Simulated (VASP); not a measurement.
Input of a VASP 6.6.1 run:

INCAR

```
ALGO     = Normal         # electronic algorithm
EDIFF    = 1E-7           # SCF threshold, eV
ENCUT    = 520            # plane-wave cutoff, eV
GGA      = PE             # functional
ISIF     = 2              # what is computed and relaxed
ISMEAR   = 0              # smearing method
LASPH    = True           # aspherical terms in the spheres
LCHARG   = False          # write CHGCAR
LREAL    = False          # projectors in reciprocal space
LWAVE    = False          # write WAVECAR
NBANDS   = 16             # bands
NELM     = 100            # most SCF steps
PREC     = Accurate       # precision mode
SIGMA    = 0.1            # smearing width, eV
```

KPOINTS

```
k-points
0
Gamma
  4 4 4
```

The input POSCAR:

```
Si3B
1.0
    3.7761155300      0.0000000000      0.0000000000
    0.0000000000      3.7761155300      0.0000000000
    0.0000000000      0.0000000000      3.9849933400
Si B
3 1
Direct
    0.0000000000      0.0000000000      0.5000000000
    0.0000000000      0.5000000000      0.0000000000
    0.5000000000      0.0000000000      0.0000000000
    0.5000000000      0.5000000000      0.5000000000
```

Potentials or basis: VASP PAW PBE potentials, release 64 (Si, B).

The run is started by

```console
$ cat potpaw_PBE.64/Si/POTCAR potpaw_PBE.64/B/POTCAR > POTCAR
$ mpirun -np 1 vasp_std > vasp.out
```

**Question.** What does it give for the pressure?

**Answer.** -11.4 GPa.

Stress tensor (GPa, compression positive):
```
 -9.80   0.00   0.00
  0.00  -9.80   0.00
  0.00   0.00 -14.71
```

Caveat: the k points lie up to 0.42 Å⁻¹ apart.
